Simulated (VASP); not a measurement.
# Hg4Te5 in VASP: further runs

Runs on Hg4Te5. Level: PBEsol. Tasks: single point.

Everything below comes from runs of VASP 6.6.1. Logs are shortened: lines on timing, memory, paths and dates and some standing lists are left out, and cuts for length are marked.

### Step 1. The cell of the first run

The cell holds a slab with vacuum, 9 atoms: a = 4.605 Å, b = 4.605 Å, c = 28.024 Å, α = 90.00°, β = 90.00°, γ = 90.00°.

### Step 2. Single point, PBEsol

Input file INCAR:

```
ALGO = Normal
DIPOL = 0.5 0.5 0.500
EDIFF = 1E-6
ENCUT = 520
GGA = PS
IDIPOL = 3
ISIF = 2
ISMEAR = 0
LASPH = T
LCHARG = T
LDIPOL = T
LELF = T
LREAL = F
LVACPOTAV = T
LVHAR = T
LWAVE = F
NBANDS = 49
NELM = 80
PREC = Accurate
SIGMA = 0.1
```

Input file KPOINTS:

```
k-points
0
Gamma
  8 8 1
```

Input file POSCAR:

```
Hg4Te5
1.0
    4.6045185716      0.0000000000      0.0000000000
    0.0000000000      4.6045185716      0.0000000000
    0.0000000000      0.0000000000     28.0235452243
Te Hg
5 4
Direct
    0.5000000000      0.0000000000      0.2676320908
    0.0000000000      0.5000000000      0.3838160454
    0.5000000000      0.0000000000      0.5000000000
    0.0000000000      0.5000000000      0.6161839546
    0.5000000000      0.0000000000      0.7323679092
    0.5000000000      0.5000000000      0.3257240681
    0.0000000000      0.0000000000      0.4419080227
    0.5000000000      0.5000000000      0.5580919773
    0.0000000000      0.0000000000      0.6742759319
```

Potentials or basis: VASP PAW PBE potentials, release 64 (Te, Hg).

Run with:

```bash
$ cat potpaw_PBE.64/Te/POTCAR potpaw_PBE.64/Hg/POTCAR > POTCAR
$ mpirun -np 1 vasp_std > vasp.out
```

OUTCAR:

```text
EDIFF = 1E-6
   ENCUT = 520
   GGA = PS
   ISIF = 2
   ISMEAR = 0
   LASPH = T
   LREAL = F
   NELM = 80
   PREC = Accurate

 ion  position               nearest neighbor table
   1  0.500  0.000  0.268-   6 2.82   6 2.82
   2  0.000  0.500  0.384-   7 2.82   7 2.82   6 2.82   6 2.82
   3  0.500  0.000  0.500-   7 2.82   8 2.82   8 2.82   7 2.82
   4  0.000  0.500  0.616-   8 2.82   8 2.82   9 2.82   9 2.82
   5  0.500  0.000  0.732-   9 2.82   9 2.82
   6  0.500  0.500  0.326-   1 2.82   2 2.82   1 2.82   2 2.82
   7  0.000  0.000  0.442-   2 2.82   2 2.82   3 2.82   3 2.82
   8  0.500  0.500  0.558-   4 2.82   4 2.82   3 2.82   3 2.82
   9  0.000  0.000  0.674-   4 2.82   5 2.82   4 2.82   5 2.82

  LATTYP: Found a simple tetragonal cell.
 ALAT       =     4.6045185716
 C/A-ratio  =     6.0860966871

  Lattice vectors:

 A1 = (   4.6045185716,   0.0000000000,   0.0000000000)
 A2 = (   0.0000000000,   4.6045185716,   0.0000000000)
 A3 = (   0.0000000000,   0.0000000000,  28.0235452243)

Analysis of symmetry for initial positions (statically):
=====================================================================
 Subroutine PRICEL returns:
 Original cell was already a primitive cell.

 Routine SETGRP: Setting up the symmetry group for a
 simple tetragonal supercell.

 Subroutine GETGRP returns: Found  8 space group operations
 (whereof  4 operations were pure point group operations)
 out of a pool of 16 trial point group operations.

The static configuration has the point symmetry C_2v.
 The point group associated with its full space group is D_2d.

Analysis of symmetry for dynamics (positions and initial velocities):
=====================================================================
 Subroutine PRICEL returns:
 Original cell was already a primitive cell.

 Routine SETGRP: Setting up the symmetry group for a
 simple tetragonal supercell.

 Subroutine GETGRP returns: Found  8 space group operations
 (whereof  4 operations were pure point group operations)
 out of a pool of 16 trial point group operations.

The dynamic configuration has the point symmetry C_2v.
 The point group associated with its full space group is D_2d.

 Subroutine INISYM returns: Found  8 space group operations
 (whereof  4 operations are pure point group operations),
 and found     1 'primitive' translations

----------------------------------------------------------------------------------------

                                     Primitive cell

  volume of cell :     594.1438

  direct lattice vectors                    reciprocal lattice vectors
     4.604518572  0.000000000  0.000000000     0.217177971  0.000000000  0.000000000
     0.000000000  4.604518572  0.000000000     0.000000000  0.217177971  0.000000000
     0.000000000  0.000000000 28.023545224     0.000000000  0.000000000  0.035684279

  length of vectors
     4.604518572  4.604518572 28.023545224     0.217177971  0.217177971  0.035684279

  position of ions in fractional coordinates (direct lattice)
     0.500000000  0.000000000  0.267632091
     0.000000000  0.500000000  0.383816045
     0.500000000  0.000000000  0.500000000
     0.000000000  0.500000000  0.616183955
     0.500000000  0.000000000  0.732367909
     0.500000000  0.500000000  0.325724068
     0.000000000  0.000000000  0.441908023
     0.500000000  0.500000000  0.558091977
     0.000000000  0.000000000  0.674275932

  ion indices of the primitive-cell ions
   primitive index   ion index
                 1           1
                 2           2
                 3           3
                 4           4
                 5           5
                 6           6
                 7           7
                 8           8
                 9           9

----------------------------------------------------------------------------------------

 KPOINTS: k-points

Automatic generation of k-mesh.
 Grid dimensions read from file:
 generate k-points for:    8    8    1

 Generating k-lattice:

  Cartesian coordinates                     Fractional coordinates (reciprocal lattice)
     0.027147246  0.000000000  0.000000000     0.125000000  0.000000000  0.000000000
     0.000000000  0.027147246  0.000000000     0.000000000  0.125000000  0.000000000
     0.000000000  0.000000000  0.035684279     0.000000000  0.000000000  1.000000000

  Length of vectors
     0.027147246  0.027147246  0.035684279

  Shift w.r.t. Gamma in fractional coordinates (k-lattice)
     0.000000000  0.000000000  0.000000000

 Subroutine IBZKPT returns following result:
 ===========================================

 Found     15 irreducible k-points:

 Following reciprocal coordinates:
            Coordinates               Weight
  0.000000  0.000000  0.000000      1.000000
  0.125000  0.000000  0.000000      4.000000
  0.250000  0.000000  0.000000      4.000000
  0.375000  0.000000  0.000000      4.000000
  0.500000  0.000000  0.000000      2.000000
  0.125000  0.125000  0.000000      4.000000
  0.250000  0.125000  0.000000      8.000000
  0.375000  0.125000  0.000000      8.000000
  0.500000  0.125000  0.000000      4.000000
  0.250000  0.250000  0.000000      4.000000
  0.375000  0.250000  0.000000      8.000000
  0.500000  0.250000  0.000000      4.000000
  0.375000  0.375000  0.000000      4.000000
  0.500000  0.375000  0.000000      4.000000
  0.500000  0.500000  0.000000      1.000000
   k-points           NKPTS =     15   k-points in BZ     NKDIM =     15   number of bands    NBANDS=     49
   number of dos      NEDOS =    301   number of ions     NIONS =      9
   total plane-waves  NPLWV = 272160
   dimension x,y,z NGX =    36 NGY =   36 NGZ =  210
   dimension x,y,z NGXF=    72 NGYF=   72 NGZF=  420
   ions per type =               5   4
   NGX,Y,Z   is equivalent  to a cutoff of  13.00, 13.00, 12.46 a.u.
   NGXF,Y,Z  is equivalent  to a cutoff of  26.00, 26.00, 24.92 a.u.
 SYSTEM =  unknown system
   PREC   = accura    normal or accurate (medium, high low for compatibility)
   ISTART =      0    job   : 0-new  1-cont  2-samecut
   ICHARG =      2    charge: 1-file 2-atom 10-const
   ISPIN  =      1    spin polarized calculation?
   LNONCOLLINEAR =      F non collinear calculations
   LSORBIT =      F    spin-orbit coupling
   LASPH  =      T    aspherical Exc in radial PAW
   ENCUT  =  520.0 eV  38.22 Ry    6.18 a.u.   8.56  8.56 52.11*2*pi/ulx,y,z
   NELM   =     80;   NELMIN=  2; NELMDL= -5     # of ELM steps
   EDIFF  = 0.1E-05   stopping-criterion for ELM
   LREAL  =      F    real-space projection
   EDIFFG = 0.1E-04   stopping-criterion for IOM
   NSW    =      0    number of steps for IOM
   IBRION =     -1    ionic relax: 0-MD 1-quasi-New 2-CG
   NFREE  =      0    steps in history (QN), initial steepest desc. (CG)
   ISIF   =      2    stress and relaxation
   ISYM   =      2    0-nonsym 1-usesym 2-fastsym
   POTIM  = 0.5000    time-step for ionic-motion
   TEBEG  =    0.0;   TEEND  =   0.0 temperature during run
   PSTRESS=    0.0 pullay stress
   NELECT =      78.0000    total number of electrons
   NUPDOWN=      -1.0000    fix difference up-down
   EMIN   =  10.00;   EMAX   =-10.00  energy-range for DOS
   EFERMI =   0.00;   METHOD = LEGACY
   ISMEAR =     0;   SIGMA  =   0.10  broadening in eV -4-tet -1-fermi 0-gaus
   EFERMI_NEDOS =   21; number of points for ismear=-14 and -15
   IALGO  =     38    algorithm
   IMIX   =      4    mixing-type and parameters
     AMIX     =   0.40;   BMIX     =  1.00
     AMIX_MAG =   1.60;   BMIX_MAG =  1.00
  volume/ion in A,a.u.               =      66.02       445.50
  Fermi-wavevector in a.u.,A,eV,Ry     =   0.832037  1.572322  9.419112  0.692285
  Thomas-Fermi vector in A             =   1.945025
   LORBIT       =      0    0 simple, 1 ext, 2 COOP (PROOUT), +10 PAW based schemes
   GGA     = PS    functional components
   LHFCALC =     F    Hartree Fock is set to
   AEXX    =    0.0000 exact exchange contribution
   IVDW    =     0    specifies the selected vdW correction
   LEPSILON=     F    determine dielectric tensor
   LRPA    =     F    only Hartree local field effects (RPA)
 non-spin polarized calculation
 Gauss-broadening in eV      SIGMA  =   0.10
  energy-cutoff  :      520.00
  volume of cell :      594.14
 maximum number of plane-waves:     16040
 NGX is ok and might be reduce to    36
   NGX = 17   NGY = 17   NGZ =105

 number of electron      78.0000001 magnetization

 dipolmoment           0.000000      0.000000     -0.000000 electrons x Angstroem

 Free energy of the ion-electron system (eV)
  ---------------------------------------------------
  ext. energy  EPLUGINS =         0.00000000
  ---------------------------------------------------
  free energy    TOTEN  =       -19.02287423 eV

  energy without entropy =      -18.99615213  energy(sigma->0) =      -19.00951318

 E-fermi :  -1.4015     XC(G=0):  -5.1630

 val. band max:       -1.4493530353   @ k =   0.1250   0.1250   0.0000
 cond. band min:      -1.3894982276   @ k =   0.2500   0.0000   0.0000
 fundamental gap:      0.0598548077
 Fermi energy:        -1.4015376864

 k-point     1 :       0.0000    0.0000    0.0000
  band No.  band energies     occupation
      1     -12.9552      2.00000
      2     -12.6755      2.00000
      3     -12.4386      2.00000
      4     -11.6133      2.00000
      5     -11.6097      2.00000
      6      -8.3638      2.00000
[... 41 lines left out ...]
     48       2.6929      0.00000
     49       3.5438      0.00000

 k-point     2 :       0.1250    0.0000    0.0000
  band No.  band energies     occupation
      1     -12.9103      2.00000
      2     -12.6439      2.00000
      3     -12.4269      2.00000
      4     -11.6028      2.00000
      5     -11.5856      2.00000
      6      -8.3460      2.00000
[... 668 lines left out ...]
 k-point    15 :       0.5000    0.5000    0.0000
  band No.  band energies     occupation
      1     -12.3469      2.00000
      2     -12.2581      2.00000
      3     -12.2575      2.00000
      4     -11.3274      2.00000
      5     -11.3273      2.00000
      6      -8.1783      2.00000
[... 41 lines left out ...]
     48       3.0130      0.00000
     49       3.8151      0.00000

------------------------ aborting loop because EDIFF is reached ----------------------------------------

  FORCE on cell =-STRESS in cart. coord.  units (eV):
  Direction    XX          YY          ZZ          XY          YZ          ZX
  --------------------------------------------------------------------------------------
  -------------------------------------------------------------------------------------
  Total       -3.5592899     -3.5592899     -0.9516818      0.0000000      0.0000000      0.0000000
  in kB       -9.5980369     -9.5980369     -2.5663199      0.0000000      0.0000000      0.0000000
  external PRESSURE =      -7.2541312 kB  Pullay stress =       0.0000000 kB

 VOLUME and BASIS-vectors are now :
 -----------------------------------------------------------------------------
  energy-cutoff  :      520.00
  volume of cell :      594.14
      direct lattice vectors                 reciprocal lattice vectors
     4.604518572  0.000000000  0.000000000     0.217177971  0.000000000  0.000000000
     0.000000000  4.604518572  0.000000000     0.000000000  0.217177971  0.000000000
     0.000000000  0.000000000 28.023545224     0.000000000  0.000000000  0.035684279

 POSITION                                       TOTAL-FORCE (eV/Angst)
 -----------------------------------------------------------------------------------
      2.30226      0.00000      7.50000         0.000000      0.000000      0.366445
      0.00000      2.30226     10.75589         0.000000      0.000000      0.211043
      2.30226      0.00000     14.01177         0.000000      0.000000      0.000000
      0.00000      2.30226     17.26766         0.000000      0.000000     -0.211043
      2.30226      0.00000     20.52355         0.000000      0.000000     -0.366445
      2.30226      2.30226      9.12794         0.000000      0.000000     -0.505821
      0.00000      0.00000     12.38383         0.000000      0.000000     -0.097802
      2.30226      2.30226     15.63972         0.000000      0.000000      0.097802
      0.00000      0.00000     18.89560         0.000000      0.000000      0.505821
 -----------------------------------------------------------------------------------
    total drift:                                0.000000      0.000000      0.000000

  FREE ENERGIE OF THE ION-ELECTRON SYSTEM (eV)
  ---------------------------------------------------
  free  energy   TOTEN  =       -19.0228742348 eV

  energy  without entropy=      -18.9961521338  energy(sigma->0) =      -19.00951318

 vacuum level on the upper side and lower side of the slab         4.336         4.336
```

Run time: 7.6 min. Hardware: 1 thread of Intel Xeon 6975P-C (Granite Rapids), shared host; peak memory 0.78 GiB.

What came out:

```
Free energy            : -19.0229 eV
Largest force          : 0.506 eV/Å
Band gap on the k mesh : zero (bands 39 and 40 overlap by 1.26 eV)
```

Forces in eV/Å, atoms in the order of the input:
```
Te   0.000  0.000  0.366
Te   0.000  0.000  0.211
Te   0.000  0.000  0.000
Te   0.000  0.000 -0.211
Te   0.000  0.000 -0.366
Hg   0.000  0.000 -0.506
Hg   0.000  0.000 -0.098
Hg   0.000  0.000  0.098
Hg   0.000  0.000  0.506
```

Levels at points of the mesh, in eV from the Fermi level:
```csv
k point,band 36,band 37,band 38,band 39,band 40,band 41,band 42,band 43
"(0.00, 0.00, 0.00)",0.10,0.10,0.22,0.43,0.43,0.98,1.87,2.16
"(0.50, 0.00, 0.00)",-0.63,-0.56,-0.36,-0.22,0.34,1.47,1.55,2.14
"(0.50, 0.50, 0.00)",-1.79,-0.94,-0.91,-0.83,-0.83,2.50,2.50,3.14
```

Caveat: the PAW data sets were made with another functional, which shifts forces and pressure a little; spin-orbit coupling is left out, which moves the levels of the heavy elements.

(Continued in part 2 of 2.)
